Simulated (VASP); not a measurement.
LiBeF3, 5 atoms in the cell. The structure is cubic, space group Pm-3m (No. 221). The conventional cell has a = 3.847 Å, b = 3.847 Å, c = 3.847 Å, α = 90.00°, β = 90.00°, γ = 90.00°. Within 2.6 Å of Li (site symmetry m-3m) lie 6 F at 1.92 Å. Within 3.6 Å of Be (site symmetry m-3m) lie 12 F at 2.72 Å and 8 Li at 3.33 Å. F (site symmetry 4/mmm) has 2 Li at 1.92 Å within 2.6 Å. 

```yaml
Program: VASP 6.6.1
Task: single point
Functional: PBE
Potentials_or_basis: VASP PAW PBE potentials, release 64 (Li_sv, Be, F)
Cutoff: 520 eV
k_mesh: 4 × 4 × 4
Occupations: gaussian, width 0.1 eV
Spin: no spin polarisation
Dipole_correction: no
Further_INCAR_settings: ALGO = Normal; EDIFF = 1e-07; NBANDS = 21
```

Potentials or basis: VASP PAW PBE potentials, release 64 (Li_sv, Be, F).

The run is started by

```console
$ cat potpaw_PBE.64/Li_sv/POTCAR potpaw_PBE.64/Be/POTCAR potpaw_PBE.64/F/POTCAR > POTCAR
$ mpirun -np 1 vasp_std > vasp.out
```

Hardware: 1 thread of AMD EPYC 9R14 (Zen 4) (shared host).

Q: Estimate the wall time of this run.

A: It took 8.2 s on 1 thread of AMD EPYC 9R14 (Zen 4), with other jobs on the host, peak memory 0.13 GiB. Counts: scf iterations 14, k points 10.
